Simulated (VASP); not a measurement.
CaF2 (Fluorite): single point with PBE

Crystal: CaF2 (Fluorite).

```
CELL_PARAMETERS angstrom
0.00000 2.66094 2.66094
2.66094 0.00000 2.66094
2.66094 2.66094 0.00000
ATOMIC_POSITIONS crystal
Ca 0.00000 0.00000 0.00000
F 0.25000 0.25000 0.25000
F 0.75000 0.75000 0.75000
```

```yaml
Program: VASP 6.6.1
Task: single point
Functional: PBE
Potentials_or_basis: VASP PAW PBE potentials, release 64 (Ca_sv, F)
Cutoff: 600 eV
k_mesh: 5 × 5 × 5
Occupations: gaussian, width 0.01 eV
Spin: no spin polarisation
Dipole_correction: no
Further_INCAR_settings: ALGO = Normal; EDIFF = 1e-06; NBANDS = 19
```

| Quantity | Value |
| --- | --- |
| Pressure | 10.7 GPa |
| Band gap on the k mesh | 7.83 eV, indirect (least direct gap 8.02 eV) |

Levels at points of the mesh, in eV from the valence-band top:
| k point | band 10 | band 11 | band 12 | band 13 | band 14 | band 15 |
| --- | --- | --- | --- | --- | --- | --- |
| (0.00, 0.00, 0.00) | -0.20 | -0.20 | -0.20 | 7.83 | 9.54 | 9.54 |

It took 7.1 s on 1 thread of Intel(R) Xeon(R) Platinum 8559C (Emerald Rapids), on a shared host, peak memory 0.16 GiB.

A k mesh can miss the band edges. As with any semilocal functional, this PBE gap is likely too small.
